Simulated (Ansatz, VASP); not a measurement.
Ti: VASP beside Ansatz

The input INCAR:

```
PREC = Accurate
ENCUT = 600
EDIFF = 1E-6
ISMEAR = 0
SIGMA = 0.1
LREAL = False
LASPH = True
NELM = 60
ALGO = Normal
ISIF = 3
LWAVE = False
LCHARG = False
GGA = PE
IBRION = 2
NSW = 90
EDIFFG = -0.04
```

The input KPOINTS:

```
regular mesh
0
Gamma
  6 6 4
```

Contents of POSCAR:

```
Ti
1.0
    1.6185514997     -5.1343778691      0.0000000000
    1.6185514997      5.1343778691      0.0000000000
    0.0000000000      0.0000000000      4.2835381079
Ti
4
Direct
    0.0980000000      0.9020000000      0.9100000000
    0.5980000000      0.4020000000      0.5900000000
    0.9020000000      0.0980000000      0.0900000000
    0.4020000000      0.5980000000      0.4100000000
```

Input for Ansatz:

```yaml
crystal:
  lattice:
    - [1.6185514997, -5.1343778691, 0.0]
    - [1.6185514997, 5.1343778691, 0.0]
    - [0.0, 0.0, 4.2835381079]
  atoms:
    - { symbol: Ti, position: [0.098, 0.902, 0.91] }
    - { symbol: Ti, position: [0.598, 0.402, 0.59] }
    - { symbol: Ti, position: [0.902, 0.098, 0.09] }
    - { symbol: Ti, position: [0.402, 0.598, 0.41] }
basis:
  ecutwfc: 420
kpoints:
  mp_grid: { grid: [6, 6, 4] }
hamiltonian:
  xc: pbe
scf:
  occupations: { method: gaussian, width: 0.1 }
  lower_state_search: "off"
output:
  forces: true
  stress: true
  eigenvalues: true
relax:
  adjacent_minimum: "off"
  f_tol: 0.04
  max_steps: 70
  cell: { stress_tol: 0.4 }
```

Alike in both runs: task relaxation of cell and atoms; functional PBE; k mesh 6 × 6 × 4; occupations gaussian, width 0.1 eV; no spin polarisation.

|  | VASP | Ansatz |
| --- | --- | --- |
| version | VASP 6.6.1 | Ansatz 0.2.0 |
| potentials or method | VASP PAW PBE potentials, release 64 (Ti_sv), cutoff 600 eV | scalar-relativistic, plane waves, PAW |
| valence electrons in the cell | 48 | 48 |

```csv
,VASP,Ansatz,Ansatz less VASP
"gap on the k mesh at the Fermi level, each at its own relaxed structure (eV)",none,none,-
relaxed volume (Å³/atom),17.52,17.57,+0.051
relaxed cell length with the largest relative difference (Å),5.069,5.074,+0.0058
```

A gap of «none» marks a metal or a gap that the smearing closes.

The k mesh is coarse, so the values compare programs but aren't converged.
